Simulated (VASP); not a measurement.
Write the native input for VASP 6.6.1 that does the following.

- Task: single point
- Functional: PBEsol
- Potentials or basis: VASP PAW PBE potentials, release 64 (Ag)
- Cutoff: 520 eV
- k mesh: 18 × 18 × 10
- Occupations: fermi-dirac, width 0.1 eV
- Spin: no spin polarisation
- Dipole correction: no
- Further INCAR settings: ALGO = Normal; EDIFF = 1e-06; NBANDS = 18

The structure of Ag lies in POSCAR:

```
Ag
1.0
    2.8172528207      0.0000000000      0.0000000000
   -1.4086264103      2.4398125116      0.0000000000
    0.0000000000      0.0000000000      4.6149058144
Ag
2
Direct
    0.3333333333      0.6666666667      0.2500000000
    0.6666666667      0.3333333333      0.7500000000
```

The input as run:

INCAR

```
SYSTEM = Ag
PREC = Accurate ; ENCUT = 520
EDIFF = 1E-6 ; ISMEAR = -1
SIGMA = 0.1 ; LREAL = .FALSE.
LASPH = .TRUE. ; NELM = 60
ALGO = Normal ; ISIF = 2
LWAVE = .FALSE. ; LCHARG = .TRUE.
GGA = PS ; LELF = .TRUE.
LVHAR = .TRUE. ; NBANDS = 18
```

KPOINTS

```
Automatic mesh
0
G
  18 18 10
  0 0 0
```

Potentials or basis: VASP PAW PBE potentials, release 64 (Ag).

The run is started by

```console
$ cat potpaw_PBE.64/Ag/POTCAR > POTCAR
$ mpirun -np 1 vasp_std > vasp.out
```

Results of the run:

```yaml
Pressure: 6.7 GPa
Band_gap_on_the_k_mesh: zero (band 11 reaches 13.55 eV, above the bottom of band 12 at 5.81 eV)
```

Caveat: the PAW data sets were made with another functional, which shifts forces and pressure a little.

Run time: 48 s on 1 thread of Intel(R) Xeon(R) Platinum 8488C (Sapphire Rapids), with other jobs on the host, peak memory 0.23 GiB.
